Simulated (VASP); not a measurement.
# Hg2O (P1) in VASP: relaxation of cell and atoms with PBE

Aim: the relaxation of cell and atoms of Hg2O with PBE.

Everything below comes from runs of VASP 6.6.1. Logs are shortened: lines on timing, memory, paths and dates and some standing lists are left out, and cuts for length are marked.

### Step 1. The cell of the first run

The typed cell holds 6 atoms: a = 3.659 Å, b = 5.130 Å, c = 7.229 Å, α = 79.24°, β = 88.35°, γ = 80.68°.

### Step 2. Relaxation of cell and atoms, PBE

Input file INCAR:

```
SYSTEM = Hg2O
  PREC = Accurate
  ENCUT = 600
  EDIFF = 1E-7
  ISMEAR = 0
  SIGMA = 0.2
  LREAL = .FALSE.
  LASPH = .TRUE.
  NELM = 80
  ALGO = Normal
  ISIF = 3
  LWAVE = .FALSE.
  LCHARG = .FALSE.
  GGA = PE
  IBRION = 2
  NSW = 80
  EDIFFG = -0.025
```

Input file KPOINTS:

```
regular mesh
0
G
  6 4 4
  0 0 0
```

Input file POSCAR:

```
Hg2O
1.0
   -3.6546373844      0.1745990470      0.0197492155
   -0.9015644944     -0.8970599342     -4.9697593141
   -0.5528435642     -7.2076008245      0.0082746171
Hg O
4 2
Direct
    0.7191533470      0.7981340087      0.8412428130
    0.7136332432      0.7849587688      0.3459266941
    0.0585001826      0.3864675138      0.5376565076
    0.0799583635      0.3789290977      0.0259962127
    0.5866658362      0.0749461055      0.6035387392
    0.5820117875      0.0799938056      0.1067596835
```

Potentials or basis: VASP PAW PBE potentials, release 64 (Hg, O).

Launch:

```sh
> cat potpaw_PBE.64/Hg/POTCAR potpaw_PBE.64/O/POTCAR > POTCAR
> mpirun -np 1 vasp_std > vasp.out
```

OUTCAR:

```text
SYSTEM = Hg2O
   PREC = Accurate
   ENCUT = 600
   EDIFF = 1E-7
   ISMEAR = 0
   LREAL = .FALSE.
   LASPH = .TRUE.
   NELM = 80
   ISIF = 3
   GGA = PE
   IBRION = 2
   NSW = 80
   EDIFFG = -0.025

 ion  position               nearest neighbor table
   1  0.719  0.798  0.841-   5 2.03   4 2.50   6 2.60   3 3.40   4 3.50   2 3.59   2 3.64   3 3.75

   2  0.714  0.785  0.346-   6 2.08   3 2.43   5 2.58   3 3.49   4 3.49   1 3.59   1 3.64   4 3.87

   3  0.059  0.386  0.538-   5 2.30   2 2.43   5 2.51   1 3.40   2 3.49   4 3.53   4 3.70   1 3.75

   4  0.080  0.379  0.026-   6 2.21   1 2.50   6 2.55   2 3.49   1 3.50   3 3.53   3 3.70   2 3.87

   5  0.587  0.075  0.604-   1 2.03   3 2.30   3 2.51   2 2.58
   6  0.582  0.080  0.107-   2 2.08   4 2.21   4 2.55   1 2.60

  LATTYP: Found a triclinic cell.
 ALAT       =     8.5765204068
 B/A-ratio  =     1.2164907939
 C/A-ratio  =     1.4462353936
 COS(alpha) =     0.0018276124
 COS(beta)  =     0.6363121370
 COS(gamma) =     0.7634356671

  Lattice vectors:

 A1 = (  -3.3059164542,  -6.1359418433,   4.9977831467)
 A2 = (  -7.8621183330,  -6.8584027305,   0.0477730481)
 A3 = (   4.9049228090,  -5.5880800031,   9.9280440298)

Analysis of symmetry for initial positions (statically):
=====================================================================
 Subroutine PRICEL returns:
 Original cell was already a primitive cell.

 Routine SETGRP: Setting up the symmetry group for a
 triclinic supercell.

 Subroutine GETGRP returns: Found  1 space group operations
 (whereof  1 operations were pure point group operations)
 out of a pool of  2 trial point group operations.

The static configuration has the point symmetry C_1 .

Analysis of symmetry for dynamics (positions and initial velocities):
=====================================================================
 Subroutine PRICEL returns:
 Original cell was already a primitive cell.

 Routine SETGRP: Setting up the symmetry group for a
 triclinic supercell.

 Subroutine GETGRP returns: Found  1 space group operations
 (whereof  1 operations were pure point group operations)
 out of a pool of  2 trial point group operations.

The dynamic configuration has the point symmetry C_1 .

 Subroutine INISYM returns: Found  1 space group operations
 (whereof  1 operations are pure point group operations),
 and found     1 'primitive' translations

----------------------------------------------------------------------------------------

                                     Primitive cell

  volume of cell :     131.5359

  direct lattice vectors                    reciprocal lattice vectors
    -3.654637384  0.174599047  0.019749216    -0.272377753  0.020944538  0.045631507
    -0.901564494 -0.897059934 -4.969759314    -0.001093155 -0.000146899 -0.200992163
    -0.552843564 -7.207600825  0.008274617    -0.006462105 -0.138216773  0.026120930

  length of vectors
     3.658859012  5.129916442  7.228776807     0.276966691  0.200995189  0.140811711

  position of ions in fractional coordinates (direct lattice)
     0.719153347  0.798134009  0.841242813
     0.713633243  0.784958769  0.345926694
     0.058500183  0.386467514  0.537656508
     0.079958363  0.378929098  0.025996213
     0.586665836  0.074946105  0.603538739
     0.582011788  0.079993806  0.106759684

  ion indices of the primitive-cell ions
   primitive index   ion index
                 1           1
                 2           2
                 3           3
                 4           4
                 5           5
                 6           6

----------------------------------------------------------------------------------------

 KPOINTS: regular mesh

Automatic generation of k-mesh.
 Grid dimensions read from file:
 generate k-points for:    6    4    4

 Generating k-lattice:

  Cartesian coordinates                     Fractional coordinates (reciprocal lattice)
    -0.045396292  0.003490756  0.007605251     0.166666667  0.000000000  0.000000000
    -0.000273289 -0.000036725 -0.050248041     0.000000000  0.250000000 -0.000000000
    -0.001615526 -0.034554193  0.006530232    -0.000000000  0.000000000  0.250000000

  Length of vectors
     0.046161115  0.050248797  0.035202928

  Shift w.r.t. Gamma in fractional coordinates (k-lattice)
     0.000000000  0.000000000  0.000000000

 Subroutine IBZKPT returns following result:
 ===========================================

 Found     52 irreducible k-points:

 Following reciprocal coordinates:
            Coordinates               Weight
  0.000000  0.000000  0.000000      1.000000
  0.166667  0.000000 -0.000000      2.000000
  0.333333  0.000000 -0.000000      2.000000
  0.500000  0.000000 -0.000000      1.000000
 -0.000000  0.250000 -0.000000      2.000000
  0.166667  0.250000 -0.000000      2.000000
[... 16 lines left out ...]
  0.333333  0.250000  0.250000      2.000000
  0.500000  0.250000  0.250000      2.000000
 [... further k-points ...]
   k-points           NKPTS =     52   k-points in BZ     NKDIM =     52   number of bands    NBANDS=     36
   number of dos      NEDOS =    301   number of ions     NIONS =      6
   total plane-waves  NPLWV =  75600
   dimension x,y,z NGX =    30 NGY =   42 NGZ =   60
   dimension x,y,z NGXF=    60 NGYF=   84 NGZF=  120
   ions per type =               4   2
   NGX,Y,Z   is equivalent  to a cutoff of  13.63, 13.61, 13.80 a.u.
   NGXF,Y,Z  is equivalent  to a cutoff of  27.26, 27.22, 27.60 a.u.
 SYSTEM =  Hg2O
   PREC   = accura    normal or accurate (medium, high low for compatibility)
   ISTART =      0    job   : 0-new  1-cont  2-samecut
   ICHARG =      2    charge: 1-file 2-atom 10-const
   ISPIN  =      1    spin polarized calculation?
   LNONCOLLINEAR =      F non collinear calculations
   LSORBIT =      F    spin-orbit coupling
   LASPH  =      T    aspherical Exc in radial PAW
   ENCUT  =  600.0 eV  44.10 Ry    6.64 a.u.   7.31 10.25 14.44*2*pi/ulx,y,z
   NELM   =     80;   NELMIN=  2; NELMDL= -5     # of ELM steps
   EDIFF  = 0.1E-06   stopping-criterion for ELM
   LREAL  =      F    real-space projection
   EDIFFG = -.3E-01   stopping-criterion for IOM
   NSW    =     80    number of steps for IOM
   IBRION =      2    ionic relax: 0-MD 1-quasi-New 2-CG
   NFREE  =      1    steps in history (QN), initial steepest desc. (CG)
   ISIF   =      3    stress and relaxation
   ISYM   =      2    0-nonsym 1-usesym 2-fastsym
   POTIM  = 0.5000    time-step for ionic-motion
   TEBEG  =    0.0;   TEEND  =   0.0 temperature during run
   PSTRESS=    0.0 pullay stress
   NELECT =      60.0000    total number of electrons
   NUPDOWN=      -1.0000    fix difference up-down
   EMIN   =  10.00;   EMAX   =-10.00  energy-range for DOS
   EFERMI =   0.00;   METHOD = LEGACY
   ISMEAR =     0;   SIGMA  =   0.20  broadening in eV -4-tet -1-fermi 0-gaus
   EFERMI_NEDOS =   21; number of points for ismear=-14 and -15
   IALGO  =     38    algorithm
   IMIX   =      4    mixing-type and parameters
     AMIX     =   0.40;   BMIX     =  1.00
     AMIX_MAG =   1.60;   BMIX_MAG =  1.00
  volume/ion in A,a.u.               =      21.92       147.94
  Fermi-wavevector in a.u.,A,eV,Ry     =   1.260212  2.381456 21.607894  1.588135
  Thomas-Fermi vector in A             =   2.393733
   LORBIT       =      0    0 simple, 1 ext, 2 COOP (PROOUT), +10 PAW based schemes
   GGA     = PE    functional components
   LHFCALC =     F    Hartree Fock is set to
   AEXX    =    0.0000 exact exchange contribution
   IVDW    =     0    specifies the selected vdW correction
   LEPSILON=     F    determine dielectric tensor
   LRPA    =     F    only Hartree local field effects (RPA)
 conjugate gradient relaxation of ions
 non-spin polarized calculation
 Gauss-broadening in eV      SIGMA  =   0.20
  energy-cutoff  :      600.00
  volume of cell :      131.54
 maximum number of plane-waves:      4418
 NGX is ok and might be reduce to    30
   NGX = 15   NGY = 21   NGZ = 29

--------------------------------------- Ionic step        1  -------------------------------------------

 number of electron      60.0000001 magnetization

 Free energy of the ion-electron system (eV)
  ---------------------------------------------------
  ext. energy  EPLUGINS =         0.00000000
  ---------------------------------------------------
  free energy    TOTEN  =       -10.95682698 eV

  energy without entropy =      -10.95410612  energy(sigma->0) =      -10.95546655

------------------------ aborting loop because EDIFF is reached ----------------------------------------

  FORCE on cell =-STRESS in cart. coord.  units (eV):
  Direction    XX          YY          ZZ          XY          YZ          ZX
  --------------------------------------------------------------------------------------
  -------------------------------------------------------------------------------------
  Total        0.8341255      3.8404849      8.3877754      2.0042247     -4.9558745     -2.9033113
  in kB       10.1600893     46.7791371    102.1675403     24.4125170    -60.3651728    -35.3638672
  external PRESSURE =      53.0355889 kB  Pullay stress =       0.0000000 kB
[... 101 lines left out ...]
  FREE ENERGIE OF THE ION-ELECTRON SYSTEM (eV)
  ---------------------------------------------------
  free  energy   TOTEN  =       -11.4185340201 eV

  energy  without entropy=      -11.4151423702  energy(sigma->0) =      -11.41683820

[... ionic steps 4 to 19 ...]

--------------------------------------- Ionic step       20  -------------------------------------------

 number of electron      59.9999997 magnetization

------------------------ aborting loop because EDIFF is reached ----------------------------------------
[... 75 lines left out ...]
--------------------------------------- Ionic step       22  -------------------------------------------

 number of electron      59.9999997 magnetization

 Free energy of the ion-electron system (eV)
  ---------------------------------------------------
  ext. energy  EPLUGINS =         0.00000000
  ---------------------------------------------------
  free energy    TOTEN  =       -11.47600488 eV

  energy without entropy =      -11.47293845  energy(sigma->0) =      -11.47447167

 E-fermi :   0.7023     XC(G=0):  -9.6177

 val. band max:        0.5248525731   @ k =   0.5000   0.2500   0.0000
 cond. band min:       0.8548026092   @ k =   0.5000   0.5000  -0.0000
 fundamental gap:      0.3299500361
 Fermi energy:         0.7022931578

 k-point     1 :       0.0000    0.0000    0.0000
  band No.  band energies     occupation
      1     -16.4567      2.00000
      2     -16.3413      2.00000
      3      -6.8719      2.00000
      4      -6.3613      2.00000
      5      -6.2453      2.00000
      6      -5.9472      2.00000
[... 925 lines left out ...]
     35       5.3623      0.00000
     36       6.5504      0.00000

 [... further k-points ...]

------------------------ aborting loop because EDIFF is reached ----------------------------------------

  FORCE on cell =-STRESS in cart. coord.  units (eV):
  Direction    XX          YY          ZZ          XY          YZ          ZX
  --------------------------------------------------------------------------------------
  -------------------------------------------------------------------------------------
  Total        0.0073766     -0.0126734      0.0074487     -0.0102134      0.0080160      0.0101729
  in kB        0.0876455     -0.1505809      0.0885023     -0.1213517      0.0952435      0.1208707
  external PRESSURE =       0.0085223 kB  Pullay stress =       0.0000000 kB
[... 21 lines left out ...]
  FREE ENERGIE OF THE ION-ELECTRON SYSTEM (eV)
  ---------------------------------------------------
  free  energy   TOTEN  =       -11.4760048845 eV

  energy  without entropy=      -11.4729384488  energy(sigma->0) =      -11.47447167

 reached required accuracy - stopping structural energy minimisation
```

It took 46 min on 1 thread of AMD EPYC 9R45 (Zen 5), shared host; peak memory 0.41 GiB.

What came out:

```yaml
Free_energy: -11.4760 eV
Relaxed_volume: 22.47 Å³/atom
Relaxed_cell: a = 3.632 Å, b = 5.225 Å, c = 7.268 Å, α = 81.66°, β = 87.62°, γ = 81.23°
Space_group_after_relaxing_to_0.1_Å: C2 (No. 5)
Energy_gained_by_relaxing: 86.5 meV/atom
Ionic_steps: 22
Pressure_after_relaxing: 0.0 GPa
Largest_force_after_relaxing: 0.020 eV/Å
Band_gap_on_the_k_mesh: zero (bands 30 and 31 overlap by 0.64 eV)
```

Forces in eV/Å, atoms in the order of the input:
```
Hg   0.011 -0.015 -0.008
Hg  -0.004 -0.003  0.008
Hg  -0.006  0.007 -0.006
Hg   0.000 -0.006  0.004
O    0.003  0.016 -0.001
O   -0.005  0.001  0.003
```

The path:
```
step  energy change (eV)  largest force (eV/Å)  pressure (GPa)  volume (Å³)
   1              0.0000                3.2854            5.30       131.54
   2             -0.0723                0.8208           -4.67       145.40
   3             -0.4617                0.4391           -1.41       137.71
   4             -0.4631                0.4481           -1.22       137.44
   5             -0.4633                0.4668           -1.10       137.27
   6             -0.5026                0.1804            0.07       134.93
   7             -0.5029                0.1759            0.18       134.73
   8             -0.5073                0.1578           -0.02       134.97
   9             -0.5094                0.1497           -0.30       135.31
  10             -0.5124                0.1260           -0.16       135.05
  11             -0.5153                0.1240            0.19       134.41
  12             -0.5168                0.0661            0.01       134.63
  13             -0.5170                0.0789           -0.08       134.74
  14             -0.5179                0.0465           -0.01       134.66
  15             -0.5182                0.0486            0.05       134.59
  16             -0.5182                0.0526            0.07       134.56
  17             -0.5186                0.0328           -0.01       134.72
  18             -0.5187                0.0485           -0.09       134.87
  19             -0.5189                0.0370           -0.04       134.83
  20             -0.5191                0.0267            0.02       134.79
  21             -0.5191                0.0265            0.04       134.77
  22             -0.5192                0.0201            0.00       134.84
```

Final structure:
```cif
data_structure
_symmetry_space_group_name_H-M 'P 1'
_symmetry_Int_Tables_number 1
_cell_length_a 3.6320
_cell_length_b 5.2251
_cell_length_c 7.2678
_cell_angle_alpha 81.656
_cell_angle_beta 87.618
_cell_angle_gamma 81.232
_cell_volume 134.84
loop_
_atom_site_label
_atom_site_type_symbol
_atom_site_fract_x
_atom_site_fract_y
_atom_site_fract_z
_atom_site_occupancy
Hg1 Hg 0.72073 0.79939 0.84578 1
Hg2 Hg 0.71656 0.80100 0.34656 1
Hg3 Hg 0.07579 0.36722 0.53192 1
Hg4 Hg 0.08536 0.36693 0.02897 1
O1 O 0.56785 0.08494 0.60487 1
O2 O 0.57365 0.08395 0.10303 1
```

Levels at points of the mesh, in eV from the Fermi level:
```csv
k point,band 27,band 28,band 29,band 30,band 31,band 32,band 33,band 34
"(0.00, 0.00, 0.00)",-1.32,-1.26,-0.99,-0.91,0.84,3.29,3.51,3.57
"(0.50, 0.00, 0.00)",-1.90,-1.33,-0.91,-0.52,0.90,2.54,3.01,3.27
"(0.00, 0.50, 0.00)",-1.31,-1.22,-0.92,-0.51,-0.49,2.13,3.13,4.45
"(0.50, 0.50, 0.00)",-2.18,-1.94,-0.93,0.15,1.92,2.14,3.12,3.20
"(0.00, 0.00, 0.50)",-1.62,-1.61,-0.99,-0.99,2.77,2.81,4.36,4.40
"(0.50, 0.00, 0.50)",-1.56,-1.55,-0.63,-0.61,1.52,1.54,3.74,3.76
"(0.00, 0.50, 0.50)",-1.08,-1.08,-0.71,-0.70,1.19,1.23,3.94,3.96
"(0.50, 0.50, 0.50)",-1.74,-1.73,-1.04,-1.00,2.14,2.15,3.39,3.40
```

Caveat: semilocal functionals underestimate gaps, so a narrow gap can read as zero; spin-orbit coupling is left out, which moves the levels of the heavy elements.
